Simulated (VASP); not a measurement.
Runs of VASP 6.6.1 on Si. The typed cell holds 7 atoms: a = 5.430 Å, b = 5.430 Å, c = 5.430 Å, α = 90.00°, β = 90.00°, γ = 90.00°. 

```csv
level,cutoff (eV),smearing,grid for exact exchange (PRECFOCK),screening parameter,gap on the mesh (eV),pressure (GPa),largest force (eV/Å)
HSE06,400,fermi-dirac 0.01 eV,Normal,0.2079 1/Å,0.78,-1.0,1.64
PBE,500,fermi-dirac 0.01 eV,-,-,(a),1.8,1.12
HSE06,400,fermi-dirac 0.05 eV,Normal,0.2079 1/Å,(b),-1.1,1.73
HSE06,400,gaussian 0.01 eV,Normal,0.2079 1/Å,0.78,-1.0,1.64
```

Alike in all rows: task single point; potentials or basis VASP PAW PBE potentials, release 64 (Si); no spin polarisation; cell as given; k mesh 1 × 1 × 1.

Estimate the missing entries.

(a) 0.00; (b) 0.77.

Caveats: all runs use coarse meshes; the PAW data sets were made with another functional, which shifts forces and pressure a little (some runs); forces of over 1 eV/Å act on the atoms, so gaps and moduli don't describe the material at rest (some runs).

A k mesh can miss the band edges.
